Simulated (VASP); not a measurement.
# BP (e600) (F-43m) in VASP: further runs

Runs on BP (e600). Level: PBE. Tasks: single point.

Program: VASP 6.6.1. These are calculated values, not measurements. Logs are shortened: lines on timing, memory, paths and dates and some standing lists are left out, and cuts for length are marked.

## (1) The cell of the first run

It takes space group F-43m (No. 216, cubic). The conventional cell has a = 4.455 Å, b = 4.455 Å, c = 4.455 Å, α = 90.00°, β = 90.00°, γ = 90.00°. B (site symmetry -43m) has 4 P at 1.93 Å within 2.6 Å. Within 2.6 Å of P (site symmetry -43m) lie 4 B at 1.93 Å.

## (2) Single point, PBE (volume scaled by 0.94)

INCAR

```
SYSTEM = BP
PREC = Accurate ; ENCUT = 500
EDIFF = 1E-6 ; ISMEAR = 0
SIGMA = 0.02 ; LREAL = .FALSE.
LASPH = .TRUE. ; NELM = 120
ALGO = Normal ; ISIF = 2
LWAVE = .FALSE. ; LCHARG = .FALSE.
GGA = PE ; NBANDS = 11
GGA_COMPAT = .FALSE.
```

KPOINTS

```
regular mesh
0
G
  10 10 10
  0 0 0
```

POSCAR

```
BP
1.0
    0.0000000000      2.2277114087      2.2277114087
    2.2277114087      0.0000000000      2.2277114087
    2.2277114087      2.2277114087      0.0000000000
B P
1 1
Direct
    0.0000000000      0.0000000000      0.0000000000
    0.2500000000      0.2500000000      0.2500000000
```

Potentials or basis: VASP PAW PBE potentials, release 64 (B, P).

On the command line:

```sh
$ cat potpaw_PBE.64/B/POTCAR potpaw_PBE.64/P/POTCAR > POTCAR
$ mpirun -np 1 vasp_std > vasp.out
```

OUTCAR:

```text
SYSTEM = BP
   PREC = Accurate
   ENCUT = 500
   EDIFF = 1E-6
   ISMEAR = 0
   LREAL = .FALSE.
   LASPH = .TRUE.
   NELM = 120
   ISIF = 2
   GGA = PE

 ion  position               nearest neighbor table
   1  0.000  0.000  0.000-   2 1.93   2 1.93   2 1.93   2 1.93
   2  0.250  0.250  0.250-   1 1.93   1 1.93   1 1.93   1 1.93

  LATTYP: Found a face centered cubic cell.
 ALAT       =     4.4554228174

  Lattice vectors:

 A1 = (   0.0000000000,   2.2277114087,   2.2277114087)
 A2 = (   2.2277114087,   0.0000000000,   2.2277114087)
 A3 = (   2.2277114087,   2.2277114087,   0.0000000000)

Analysis of symmetry for initial positions (statically):
=====================================================================
 Subroutine PRICEL returns:
 Original cell was already a primitive cell.

 Routine SETGRP: Setting up the symmetry group for a
 face centered cubic supercell.

 Subroutine GETGRP returns: Found 24 space group operations
 (whereof 24 operations were pure point group operations)
 out of a pool of 48 trial point group operations.

The static configuration has the point symmetry T_d .

Analysis of symmetry for dynamics (positions and initial velocities):
=====================================================================
 Subroutine PRICEL returns:
 Original cell was already a primitive cell.

 Routine SETGRP: Setting up the symmetry group for a
 face centered cubic supercell.

 Subroutine GETGRP returns: Found 24 space group operations
 (whereof 24 operations were pure point group operations)
 out of a pool of 48 trial point group operations.

The dynamic configuration has the point symmetry T_d .

 Subroutine INISYM returns: Found 24 space group operations
 (whereof 24 operations are pure point group operations),
 and found     1 'primitive' translations

----------------------------------------------------------------------------------------

                                     Primitive cell

  volume of cell :      22.1109

  direct lattice vectors                    reciprocal lattice vectors
     0.000000000  2.227711409  2.227711409    -0.224445589  0.224445589  0.224445589
     2.227711409  0.000000000  2.227711409     0.224445589 -0.224445589  0.224445589
     2.227711409  2.227711409  0.000000000     0.224445589  0.224445589 -0.224445589

  length of vectors
     3.150459687  3.150459687  3.150459687     0.388751164  0.388751164  0.388751164

  position of ions in fractional coordinates (direct lattice)
     0.000000000  0.000000000  0.000000000
     0.250000000  0.250000000  0.250000000

  ion indices of the primitive-cell ions
   primitive index   ion index
                 1           1
                 2           2

----------------------------------------------------------------------------------------

 KPOINTS: regular mesh

Automatic generation of k-mesh.
 Grid dimensions read from file:
 generate k-points for:   10   10   10

 Generating k-lattice:

  Cartesian coordinates                     Fractional coordinates (reciprocal lattice)
    -0.022444559  0.022444559  0.022444559     0.100000000  0.000000000  0.000000000
     0.022444559 -0.022444559  0.022444559     0.000000000  0.100000000  0.000000000
     0.022444559  0.022444559 -0.022444559     0.000000000  0.000000000  0.100000000

  Length of vectors
     0.038875116  0.038875116  0.038875116

  Shift w.r.t. Gamma in fractional coordinates (k-lattice)
     0.000000000  0.000000000  0.000000000

 Subroutine IBZKPT returns following result:
 ===========================================

 Found     47 irreducible k-points:

 Following reciprocal coordinates:
            Coordinates               Weight
  0.000000  0.000000  0.000000      1.000000
  0.100000  0.000000  0.000000      8.000000
  0.200000  0.000000  0.000000      8.000000
  0.300000  0.000000  0.000000      8.000000
  0.400000  0.000000  0.000000      8.000000
  0.500000  0.000000  0.000000      4.000000
[... 16 lines left out ...]
  0.300000  0.300000  0.000000      6.000000
  0.400000  0.300000  0.000000     24.000000
 [... further k-points ...]
   k-points           NKPTS =     47   k-points in BZ     NKDIM =     47   number of bands    NBANDS=     11
   number of dos      NEDOS =    301   number of ions     NIONS =      2
   total plane-waves  NPLWV =  13824
   dimension x,y,z NGX =    24 NGY =   24 NGZ =   24
   dimension x,y,z NGXF=    48 NGYF=   48 NGZF=   48
   ions per type =               1   1
   NGX,Y,Z   is equivalent  to a cutoff of  12.66, 12.66, 12.66 a.u.
   NGXF,Y,Z  is equivalent  to a cutoff of  25.33, 25.33, 25.33 a.u.
 SYSTEM =  BP
   PREC   = accura    normal or accurate (medium, high low for compatibility)
   ISTART =      0    job   : 0-new  1-cont  2-samecut
   ICHARG =      2    charge: 1-file 2-atom 10-const
   ISPIN  =      1    spin polarized calculation?
   LNONCOLLINEAR =      F non collinear calculations
   LSORBIT =      F    spin-orbit coupling
   LASPH  =      T    aspherical Exc in radial PAW
   ENCUT  =  500.0 eV  36.75 Ry    6.06 a.u.   5.74  5.74  5.74*2*pi/ulx,y,z
   NELM   =    120;   NELMIN=  2; NELMDL= -5     # of ELM steps
   EDIFF  = 0.1E-05   stopping-criterion for ELM
   LREAL  =      F    real-space projection
   EDIFFG = 0.1E-04   stopping-criterion for IOM
   NSW    =      0    number of steps for IOM
   IBRION =     -1    ionic relax: 0-MD 1-quasi-New 2-CG
   NFREE  =      0    steps in history (QN), initial steepest desc. (CG)
   ISIF   =      2    stress and relaxation
   ISYM   =      2    0-nonsym 1-usesym 2-fastsym
   POTIM  = 0.5000    time-step for ionic-motion
   TEBEG  =    0.0;   TEEND  =   0.0 temperature during run
   PSTRESS=    0.0 pullay stress
   NELECT =       8.0000    total number of electrons
   NUPDOWN=      -1.0000    fix difference up-down
   EMIN   =  10.00;   EMAX   =-10.00  energy-range for DOS
   EFERMI =   0.00;   METHOD = LEGACY
   ISMEAR =     0;   SIGMA  =   0.02  broadening in eV -4-tet -1-fermi 0-gaus
   EFERMI_NEDOS =   21; number of points for ismear=-14 and -15
   IALGO  =     38    algorithm
   IMIX   =      4    mixing-type and parameters
     AMIX     =   0.40;   BMIX     =  1.00
     AMIX_MAG =   1.60;   BMIX_MAG =  1.00
  volume/ion in A,a.u.               =      11.06        74.61
  Fermi-wavevector in a.u.,A,eV,Ry     =   1.166548  2.204456 18.515270  1.360834
  Thomas-Fermi vector in A             =   2.303060
   LORBIT       =      0    0 simple, 1 ext, 2 COOP (PROOUT), +10 PAW based schemes
   GGA     = PE    functional components
   LHFCALC =     F    Hartree Fock is set to
   AEXX    =    0.0000 exact exchange contribution
   IVDW    =     0    specifies the selected vdW correction
   LEPSILON=     F    determine dielectric tensor
   LRPA    =     F    only Hartree local field effects (RPA)
 non-spin polarized calculation
 Gauss-broadening in eV      SIGMA  =   0.02
  energy-cutoff  :      500.00
  volume of cell :       22.11
 maximum number of plane-waves:       571
   NGX = 11   NGY = 11   NGZ = 11

 number of electron       8.0000001 magnetization

 Free energy of the ion-electron system (eV)
  ---------------------------------------------------
  ext. energy  EPLUGINS =         0.00000000
  ---------------------------------------------------
  free energy    TOTEN  =       -12.88478126 eV

  energy without entropy =      -12.88478126  energy(sigma->0) =      -12.88478126

 E-fermi :   8.1932     XC(G=0): -11.1459

 val. band max:        8.0969874558   @ k =   0.0000   0.0000   0.0000
 cond. band min:       9.2595364327   @ k =   0.4000   0.4000   0.0000
 fundamental gap:      1.1625489769
 Fermi energy:         8.1932050973

 k-point     1 :       0.0000    0.0000    0.0000
  band No.  band energies     occupation
      1      -7.8634      2.00000
      2       8.0970      2.00000
      3       8.0970      2.00000
      4       8.0970      2.00000
      5      11.5850      0.00000
      6      11.5850      0.00000
      7      11.5850      0.00000
      8      16.3241      0.00000
      9      19.9959      0.00000
     10      20.3868      0.00000
     11      20.3868      0.00000

 k-point     2 :       0.1000    0.0000    0.0000
  band No.  band energies     occupation
      1      -7.6749      2.00000
      2       6.7546      2.00000
      3       7.7881      2.00000
      4       7.7881      2.00000
      5      12.0132      0.00000
      6      12.0132      0.00000
      7      12.0752      0.00000
      8      16.7853      0.00000
      9      19.6662      0.00000
     10      19.6662      0.00000
     11      20.5962      0.00000

 k-point     3 :       0.2000    0.0000    0.0000
  band No.  band energies     occupation
      1      -7.1160      2.00000
      2       4.3301      2.00000
      3       7.2061      2.00000
      4       7.2061      2.00000
      5      12.3684      0.00000
      6      12.7532      0.00000
      7      12.7532      0.00000
      8      17.7854      0.00000
      9      19.0440      0.00000
     10      19.0440      0.00000
     11      21.4812      0.00000

 k-point     4 :       0.3000    0.0000    0.0000
  band No.  band energies     occupation
      1      -6.2146      2.00000
      2       1.8745      2.00000
      3       6.7002      2.00000
      4       6.7002      2.00000
      5      12.3346      0.00000
      6      13.0521      0.00000
      7      13.0521      0.00000
      8      18.4534      0.00000
      9      19.6839      0.00000
     10      19.6839      0.00000
     11      21.8392      0.00000

 k-point     5 :       0.4000    0.0000    0.0000
  band No.  band energies     occupation
      1      -5.0784      2.00000
      2      -0.2489      2.00000
      3       6.3810      2.00000
      4       6.3810      2.00000
      5      12.2485      0.00000
      6      12.9379      0.00000
      7      12.9379      0.00000
      8      18.4845      0.00000
      9      21.4886      0.00000
     10      21.4886      0.00000
     11      22.7928      0.00000
[... 211 lines left out ...]
 k-point    21 :      -0.3000    0.2000    0.0000
  band No.  band energies     occupation
      1      -4.8493      2.00000
      2       0.8742      2.00000
      3       3.2326      2.00000
      4       6.0957      2.00000
      5      12.0530      0.00000
      6      14.3917      0.00000
      7      15.3078      0.00000
      8      17.8600      0.00000
      9      18.5939      0.00000
     10      21.1692      0.00000
     11      25.6211      0.00000

 k-point    22 :      -0.2000    0.2000    0.0000
  band No.  band energies     occupation
      1      -5.9090      2.00000
      2       2.7153      2.00000
      3       3.7094      2.00000
      4       6.8088      2.00000
      5      12.7048      0.00000
      6      13.5625      0.00000
      7      14.7297      0.00000
      8      16.8274      0.00000
      9      17.6444      0.00000
     10      22.1361      0.00000
     11      24.6536      0.00000

 k-point    23 :       0.3000    0.3000    0.0000
  band No.  band energies     occupation
      1      -5.6474      2.00000
      2       3.2112      2.00000
      3       4.7148      2.00000
      4       4.7148      2.00000
      5       9.5797      0.00000
      6      11.9762      0.00000
      7      17.3155      0.00000
      8      17.3155      0.00000
      9      21.8953      0.00000
     10      22.7352      0.00000
     11      25.3678      0.00000

 k-point    24 :       0.4000    0.3000    0.0000
  band No.  band energies     occupation
      1      -4.7770      2.00000
      2       1.8173      2.00000
      3       3.8413      2.00000
      4       4.4082      2.00000
      5       9.8647      0.00000
      6      11.7017      0.00000
      7      17.9381      0.00000
      8      17.9899      0.00000
      9      22.7553      0.00000
     10      23.6808      0.00000
     11      25.9726      0.00000

 [... further k-points ...]

------------------------ aborting loop because EDIFF is reached ----------------------------------------

  FORCE on cell =-STRESS in cart. coord.  units (eV):
  Direction    XX          YY          ZZ          XY          YZ          ZX
  --------------------------------------------------------------------------------------
  -------------------------------------------------------------------------------------
  Total        1.5184134      1.5184134      1.5184134      0.0000000      0.0000000      0.0000000
  in kB      110.0256236    110.0256236    110.0256236      0.0000000      0.0000000      0.0000000
  external PRESSURE =     110.0256236 kB  Pullay stress =       0.0000000 kB

 VOLUME and BASIS-vectors are now :
 -----------------------------------------------------------------------------
  energy-cutoff  :      500.00
  volume of cell :       22.11
      direct lattice vectors                 reciprocal lattice vectors
     0.000000000  2.227711409  2.227711409    -0.224445589  0.224445589  0.224445589
     2.227711409  0.000000000  2.227711409     0.224445589 -0.224445589  0.224445589
     2.227711409  2.227711409  0.000000000     0.224445589  0.224445589 -0.224445589

 POSITION                                       TOTAL-FORCE (eV/Angst)
 -----------------------------------------------------------------------------------
      0.00000      0.00000      0.00000        -0.000000     -0.000000     -0.000000
      1.11386      1.11386      1.11386         0.000000      0.000000      0.000000
 -----------------------------------------------------------------------------------
    total drift:                                0.000000      0.000000      0.000000

  FREE ENERGIE OF THE ION-ELECTRON SYSTEM (eV)
  ---------------------------------------------------
  free  energy   TOTEN  =       -12.8847812595 eV

  energy  without entropy=      -12.8847812595  energy(sigma->0) =      -12.88478126
```

Wall time 4.5 s (1 thread of Intel Xeon 6975P-C (Granite Rapids), shared host); peak memory 0.13 GiB.

Results:

| Property | Result |
| --- | --- |
| Free energy | -12.8848 eV |
| Pressure | 11.0 GPa |
| Band gap on the k mesh | 1.16 eV, indirect (least direct gap 3.49 eV) |

Levels at points of the mesh, in eV from the valence-band top:
```tsv
k point	band 1	band 2	band 3	band 4	band 5	band 6	band 7	band 8	band 9
(0.00, 0.00, 0.00)	-15.96	0.00	0.00	0.00	3.49	3.49	3.49	8.23	11.90
(0.50, 0.00, 0.00)	-12.42	-9.44	-1.82	-1.82	4.12	4.75	4.75	10.32	14.99
(0.50, 0.50, 0.00)	-10.81	-8.87	-4.32	-4.32	1.22	1.61	12.65	12.65	15.91
```

 A k mesh can miss the band edges.

## (3) Single point, PBE (volume scaled by 0.91)

INCAR

```
SYSTEM = BP
PREC = Accurate ; ENCUT = 500
EDIFF = 1E-6 ; ISMEAR = 0
SIGMA = 0.02 ; LREAL = .False.
LASPH = .True. ; NELM = 120
ALGO = Normal ; ISIF = 2
LWAVE = .False. ; LCHARG = .False.
GGA = PE ; NBANDS = 11
GGA_COMPAT = .False.
```

KPOINTS

```
regular mesh
0
Gamma
  10 10 10
  0 0 0
```

POSCAR

```
BP
1.0
    0.0000000000      2.2037556660      2.2037556660
    2.2037556660      0.0000000000      2.2037556660
    2.2037556660      2.2037556660      0.0000000000
B P
1 1
Direct
    0.0000000000      0.0000000000      0.0000000000
    0.2500000000      0.2500000000      0.2500000000
```

Potentials or basis: VASP PAW PBE potentials, release 64 (B, P).

On the command line:

```sh
$ cat potpaw_PBE.64/B/POTCAR potpaw_PBE.64/P/POTCAR > POTCAR
$ mpirun -np 1 vasp_std > vasp.out
```

Run time: 3.8 s. Hardware: 1 thread of Intel Xeon 6975P-C (Granite Rapids), shared host; peak memory 0.13 GiB.

It converged, with:

```yaml
Free_energy: -12.8211 eV
Pressure: 18.0 GPa
Band_gap_on_the_k_mesh: 1.12 eV, indirect (least direct gap 3.55 eV)
```

Levels at points of the mesh, in eV from the valence-band top:
| k point | band 2 | band 3 | band 4 | band 5 | band 6 | band 7 |
| --- | --- | --- | --- | --- | --- | --- |
| (0.00, 0.00, 0.00) | 0.00 | 0.00 | 0.00 | 3.55 | 3.55 | 3.55 |
| (0.50, 0.00, 0.00) | -9.68 | -1.86 | -1.86 | 4.32 | 4.77 | 4.77 |
| (0.50, 0.50, 0.00) | -9.04 | -4.43 | -4.43 | 1.15 | 1.58 | 12.96 |

 A k mesh can miss the band edges.

(Part 1 of 2 ends here.)
